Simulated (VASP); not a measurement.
# CoSi2 (P-1) in VASP: single point with PBE

Aim: the single point of CoSi2 with PBE.

Program: VASP 6.6.1. These are calculated values, not measurements. Logs are shortened: lines on timing, memory, paths and dates and some standing lists are left out, and cuts for length are marked.

### 1 The cell of the first run

The typed cell holds 3 atoms: a = 3.624 Å, b = 3.610 Å, c = 3.932 Å, α = 64.67°, β = 62.07°, γ = 62.97°.

### 2 Single point, PBE

The input, INCAR:

```
SYSTEM = CoSi2
PREC = Accurate
ENCUT = 600
EDIFF = 1E-6
ISMEAR = 1
SIGMA = 0.15
LREAL = .False.
LASPH = .True.
NELM = 120
ALGO = Normal
ISIF = 2
LWAVE = .False.
LCHARG = .False.
GGA = PE
NBANDS = 16
GGA_COMPAT = .False.
```

The input, KPOINTS:

```
Automatic mesh
0
Gamma
  2 2 2
  0.06 0.79 0.34
```

The input, POSCAR:

```
CoSi2
1.0
   -0.0511740800      2.6293362035      2.4932008355
    2.5652375577     -0.0955597971      2.5375865525
    2.7196492610      2.8281336238     -0.2499715004
Co Si
1 2
Direct
    0.0000000000      0.0000000000      0.0000000000
    0.2500000000      0.2500000000      0.2500000000
    0.7500000000      0.7500000000      0.7500000000
```

Potentials or basis: VASP PAW PBE potentials, release 64 (Co, Si).

Run with:

```
$ cat potpaw_PBE.64/Co/POTCAR potpaw_PBE.64/Si/POTCAR > POTCAR
$ mpirun -np 1 vasp_std > vasp.out
```

OUTCAR:

```text
SYSTEM = CoSi2
   PREC = Accurate
   ENCUT = 600
   EDIFF = 1E-6
   ISMEAR = 1
   LREAL = .False.
   LASPH = .True.
   NELM = 120
   ISIF = 2
   GGA = PE

 ion  position               nearest neighbor table
   1  0.000  0.000  0.000-   2 2.22   3 2.22   3 2.28   2 2.28   2 2.33   3 2.33   3 2.51   2 2.51

   2  0.250  0.250  0.250-   1 2.22   1 2.28   1 2.33   1 2.51   3 2.65   3 2.65   3 2.67   3 2.67
                             3 2.78   3 2.78
   3  0.750  0.750  0.750-   1 2.22   1 2.28   1 2.33   1 2.51   2 2.65   2 2.65   2 2.67   2 2.67
                             2 2.78   2 2.78

  LATTYP: Found a triclinic cell.
 ALAT       =     3.7779145257
 B/A-ratio  =     0.9554370889
 C/A-ratio  =     1.0334001522
 COS(alpha) =     0.0090679229
 COS(beta)  =     0.4465387325
 COS(gamma) =     0.5195383325

  Lattice vectors:

 A1 = (  -2.6164116377,   2.7248960006,  -0.0443857170)
 A2 = (  -2.5652375577,   0.0955597971,  -2.5375865525)
 A3 = (  -2.7708233410,  -0.1987974203,   2.7431723359)

Analysis of symmetry for initial positions (statically):
=====================================================================
 Subroutine PRICEL returns:
 Original cell was already a primitive cell.

 Routine SETGRP: Setting up the symmetry group for a
 triclinic supercell.

 Subroutine GETGRP returns: Found  2 space group operations
 (whereof  2 operations were pure point group operations)
 out of a pool of  2 trial point group operations.

The static configuration has the point symmetry S_2 .

Analysis of symmetry for dynamics (positions and initial velocities):
=====================================================================
 Subroutine PRICEL returns:
 Original cell was already a primitive cell.

 Routine SETGRP: Setting up the symmetry group for a
 triclinic supercell.

 Subroutine GETGRP returns: Found  2 space group operations
 (whereof  2 operations were pure point group operations)
 out of a pool of  2 trial point group operations.

The dynamic configuration has the point symmetry S_2 .

 Subroutine INISYM returns: Found  2 space group operations
 (whereof  2 operations are pure point group operations),
 and found     1 'primitive' translations

----------------------------------------------------------------------------------------

[... 75 lines left out ...]
   ENCUT  =  600.0 eV  44.10 Ry    6.64 a.u.   7.24  7.21  7.85*2*pi/ulx,y,z
   NELM   =    120;   NELMIN=  2; NELMDL= -5     # of ELM steps
   EDIFF  = 0.1E-05   stopping-criterion for ELM
   LREAL  =      F    real-space projection
   EDIFFG = 0.1E-04   stopping-criterion for IOM
   NSW    =      0    number of steps for IOM
   IBRION =     -1    ionic relax: 0-MD 1-quasi-New 2-CG
   NFREE  =      0    steps in history (QN), initial steepest desc. (CG)
   ISIF   =      2    stress and relaxation
   ISYM   =      2    0-nonsym 1-usesym 2-fastsym
   POTIM  = 0.5000    time-step for ionic-motion
   TEBEG  =    0.0;   TEEND  =   0.0 temperature during run
   PSTRESS=    0.0 pullay stress
   NELECT =      17.0000    total number of electrons
   NUPDOWN=      -1.0000    fix difference up-down
   EMIN   =  10.00;   EMAX   =-10.00  energy-range for DOS
   EFERMI =   0.00;   METHOD = LEGACY
   ISMEAR =     1;   SIGMA  =   0.15  broadening in eV -4-tet -1-fermi 0-gaus
   EFERMI_NEDOS =   21; number of points for ismear=-14 and -15
   IALGO  =     38    algorithm
   IMIX   =      4    mixing-type and parameters
     AMIX     =   0.40;   BMIX     =  1.00
     AMIX_MAG =   1.60;   BMIX_MAG =  1.00
  volume/ion in A,a.u.               =      12.98        87.58
  Fermi-wavevector in a.u.,A,eV,Ry     =   1.241983  2.347008 20.987296  1.542523
  Thomas-Fermi vector in A             =   2.376358
   LORBIT       =      0    0 simple, 1 ext, 2 COOP (PROOUT), +10 PAW based schemes
   GGA     = PE    functional components
   LHFCALC =     F    Hartree Fock is set to
   AEXX    =    0.0000 exact exchange contribution
   IVDW    =     0    specifies the selected vdW correction
   LEPSILON=     F    determine dielectric tensor
   LRPA    =     F    only Hartree local field effects (RPA)
 non-spin polarized calculation
 Methfessel and Paxton  Order N= 1 SIGMA  =   0.15
  energy-cutoff  :      600.00
  volume of cell :       38.93
 maximum number of plane-waves:      1309
 NGX is ok and might be reduce to    30
   NGX = 15   NGY = 15   NGZ = 15

 number of electron      17.0000001 magnetization

 Free energy of the ion-electron system (eV)
  ---------------------------------------------------
  ext. energy  EPLUGINS =         0.00000000
  ---------------------------------------------------
  free energy    TOTEN  =       -19.02941922 eV

  energy without entropy =      -19.02148296  energy(sigma->0) =      -19.02677380

 E-fermi :   9.9896     XC(G=0): -11.6851

 val. band max:        9.9533327825   @ k =   0.0300   0.3950   0.1700
 cond. band min:      10.0277682650   @ k =   0.0300  -0.1050  -0.3300
 fundamental gap:      0.0744354825
 Fermi energy:         9.9895641455

 k-point     1 :       0.0300   -0.1050    0.1700
  band No.  band energies     occupation
      1      -2.4533      2.00000
      2       4.1619      2.00000
      3       5.7151      2.00000
      4       6.4020      2.00000
      5       7.7940      2.00000
      6       8.2913      2.00000
[... 129 lines left out ...]
      3       5.0718      2.00000
      4       5.3516      2.00000
      5       7.0564      2.00000
      6       8.0069      2.00000
[... 8 lines left out ...]
     15      19.5608      0.00000
     16      22.7207      0.00000

------------------------ aborting loop because EDIFF is reached ----------------------------------------

  FORCE on cell =-STRESS in cart. coord.  units (eV):
  Direction    XX          YY          ZZ          XY          YZ          ZX
  --------------------------------------------------------------------------------------
  -------------------------------------------------------------------------------------
  Total        0.1057362     -0.9954342      0.9445314      0.2858375      3.4855324      1.6407781
  in kB        4.3511918    -40.9635015     38.8687814     11.7626093    143.4345103     67.5203009
  external PRESSURE =       0.7521573 kB  Pullay stress =       0.0000000 kB

 VOLUME and BASIS-vectors are now :
 -----------------------------------------------------------------------------
  energy-cutoff  :      600.00
  volume of cell :       38.93
      direct lattice vectors                 reciprocal lattice vectors
    -0.051174080  2.629336203  2.493200836    -0.183715918  0.193728701  0.193013179
     2.565237558 -0.095559797  2.537586553     0.197986771 -0.173829713  0.187385044
     2.719649261  2.828133624 -0.249971500     0.177491786  0.167605581 -0.173114190

 POSITION                                       TOTAL-FORCE (eV/Angst)
 -----------------------------------------------------------------------------------
      0.00000      0.00000      0.00000         0.000000      0.000000     -0.000000
      1.30843      1.34048      1.19520         0.890335      0.459498     -0.214572
      3.92528      4.02143      3.58561        -0.890335     -0.459498      0.214572
 -----------------------------------------------------------------------------------
    total drift:                                0.000000     -0.000000     -0.000000

  FREE ENERGIE OF THE ION-ELECTRON SYSTEM (eV)
  ---------------------------------------------------
  free  energy   TOTEN  =       -19.0294192237 eV

  energy  without entropy=      -19.0214829601  energy(sigma->0) =      -19.02677380
```

OSZICAR:

```text
N       E                     dE             d eps       ncg     rms          rms(c)
DAV:   1     0.647373236154E+02    0.64737E+02   -0.72641E+03   256   0.112E+03
DAV:   2    -0.168077170182E+02   -0.81545E+02   -0.72617E+02   288   0.215E+02
DAV:   3    -0.202702592195E+02   -0.34625E+01   -0.34002E+01   360   0.474E+01
DAV:   4    -0.203288343929E+02   -0.58575E-01   -0.58558E-01   288   0.590E+00
DAV:   5    -0.203303579186E+02   -0.15235E-02   -0.15235E-02   352   0.101E+00    0.138E+01
DAV:   6    -0.237420876316E+02   -0.34117E+01   -0.24899E+01   264   0.977E+01    0.170E+01
DAV:   7    -0.190684643566E+02    0.46736E+01   -0.10135E+01   320   0.783E+01    0.318E+00
DAV:   8    -0.190607737454E+02    0.76906E-02   -0.68145E-01   320   0.545E+00    0.193E+00
DAV:   9    -0.190295790228E+02    0.31195E-01   -0.10348E-01   344   0.561E+00    0.479E-01
DAV:  10    -0.190294264780E+02    0.15254E-03   -0.59348E-03   376   0.112E+00    0.147E-01
DAV:  11    -0.190294009147E+02    0.25563E-04   -0.72474E-04   392   0.432E-01    0.419E-02
DAV:  12    -0.190294184079E+02   -0.17493E-04   -0.46133E-05   328   0.545E-02    0.131E-02
DAV:  13    -0.190294191280E+02   -0.72007E-06   -0.10754E-05   360   0.488E-02    0.600E-03
DAV:  14    -0.190294192237E+02   -0.95755E-07   -0.10807E-06   208   0.109E-02
   1 F= -.19029419E+02 E0= -.19026774E+02  d E =-.793626E-02
```

stdout:

```text
POSCAR found type information on POSCAR CoSi
 POSCAR found :  2 types and       3 ions
 scaLAPACK will be used
 LDA part: xc-table for (Slater+PW92), standard interpolation
 POSCAR, INCAR and KPOINTS ok, starting setup
 FFT: planning ... GRIDC
 FFT: planning ... GRID_SOFT
 FFT: planning ... GRID
 WAVECAR not read
 entering main loop
```

It took 11 s on 1 thread of Intel Xeon 6975P-C (Granite Rapids), shared host; peak memory 0.16 GiB.

Results:

- Free energy: -19.0294 eV
- Pressure: 0.1 GPa
- Largest force: 1.025 eV/Å

Forces on the atoms (eV/Å):
```
Co   0.000  0.000  0.000
Si   0.890  0.459 -0.215
Si  -0.890 -0.459  0.215
```

Caveat: the k points lie up to 1.03 Å⁻¹ apart; forces of over 1 eV/Å act on the atoms, so gaps and moduli don't describe the material at rest. Spin polarisation is off, so any magnetic state and its effect on volume and gap are missing.
